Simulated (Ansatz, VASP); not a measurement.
# One calculation of KCl, two programs

```xyz
2
Lattice="0.0000 3.2192 3.1561 3.2192 0.0000 3.1561 3.2192 3.2192 0.0000" Properties=species:S:1:pos:R:3 pbc="T T T"
K     0.0000    0.0000    0.0000
Cl    3.2192    3.2192    3.1561
```

Change from the starting cell: equal xx and yy strain of +2 %.

Alike in both runs: task single point; functional PBE; k mesh 7 × 7 × 7; occupations fermi-dirac, width 0.03 eV; no spin polarisation.

```csv
,VASP,Ansatz
version,VASP 6.6.1,Ansatz 0.2.0
potentials or method,"VASP PAW PBE potentials, release 64 (K_sv, Cl), cutoff 520 eV","all-electron LAPW, scalar-relativistic"
```

```tsv
	VASP	Ansatz	Ansatz less VASP
gap on the k mesh at the Fermi level (eV)	5.02	5.02	+0.002
pressure (GPa)	-0.1	-0.1	-0.02
traceless stress, the component that is largest in VASP (GPa)	0.40	0.39	-0.008
```

Ansatz ran all-electron here, and VASP with PAW potentials.
